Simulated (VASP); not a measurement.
A run of VASP 6.6.1 is set up as follows.

The input INCAR:

```
SYSTEM = Ca3GeN
PREC = Accurate
ENCUT = 520
EDIFF = 1E-6
ISMEAR = -1
SIGMA = 0.1
LREAL = .False.
LASPH = .True.
NELM = 80
ALGO = Normal
ISIF = 2
LWAVE = .False.
LCHARG = .False.
GGA = CA
NBANDS = 32
```

Contents of KPOINTS:

```
regular mesh
0
Gamma
  5 5 5
  0 0 0
```

File POSCAR:

```
Ca3GeN
1.0
    4.6352637432      0.0000000000      0.0000000000
    0.0000000000      4.6352637432      0.0000000000
    0.0000000000      0.0000000000      4.6352637432
Ca Ge N
3 1 1
Direct
    0.0000000000      0.5000000000      0.5000000000
    0.5000000000      0.0000000000      0.5000000000
    0.5000000000      0.5000000000      0.0000000000
    0.0000000000      0.0000000000      0.0000000000
    0.5000000000      0.5000000000      0.5000000000
```

Potentials or basis: VASP PAW LDA potentials, release 64 (Ca_sv, Ge_d, N).

The run is started by

```console
$ cat potpaw_LDA.64/Ca_sv/POTCAR potpaw_LDA.64/Ge_d/POTCAR potpaw_LDA.64/N/POTCAR > POTCAR
$ mpirun -np 1 vasp_std > vasp.out
```

Task: Estimate the band gap on the k mesh.

Result: Zero (an odd number of electrons rules out a gap without spin polarisation).

Task: What does it give for the pressure?

Result: 3.1 GPa.

Caveat: the cell stands under pressure.
